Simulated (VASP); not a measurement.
# HfC: single point with PBEsol

Crystal: HfC.

```xyz
2
Lattice="0.0000 2.3094 2.3094 2.3094 0.0000 2.3094 2.3094 2.3094 0.0000" Properties=species:S:1:pos:R:3 pbc="T T T"
Hf    2.3094    2.3094    2.3094
C     0.0000    0.0000    0.0000
```

This cell differs from its parent crystal: volume scaled by 0.98.

```yaml
Program: VASP 6.6.1
Task: single point
Functional: PBEsol
Potentials_or_basis: VASP PAW PBE potentials, release 64 (Hf_pv, C)
Cutoff: 520 eV
k_mesh: 10 × 10 × 10
Occupations: fermi-dirac, width 0.05 eV
Spin: no spin polarisation
```

| Quantity | Value |
| --- | --- |
| Pressure | -2.2 GPa |
| Band gap on the k mesh | zero (band 7 reaches 7.00 eV, above the bottom of band 8 at 5.57 eV) |

Levels at points of the mesh, in eV from the Fermi level:
```
           k point  band 3  band 4  band 5  band 6  band 7  band 8  band 9  band 10  band 11  band 12
(0.00, 0.00, 0.00)  -29.42  -12.41    1.02    1.02    1.02    1.33    1.33     1.33     3.41     3.41
(0.50, 0.00, 0.00)  -29.50   -8.49   -6.29   -3.08   -3.08    5.39    5.39     5.87     6.60    11.66
(0.50, 0.50, 0.00)  -29.68  -10.47   -2.58   -1.92   -0.08   -0.08    5.39     6.86     6.86     8.58
```

It took 12 s on 1 thread of AMD EPYC 7R13 Processor (Zen 3) (shared host), peak memory 0.12 GiB.

Caveat: the PAW data sets were made with another functional, which shifts forces and pressure a little; spin-orbit coupling is left out, which moves the levels of the heavy elements.
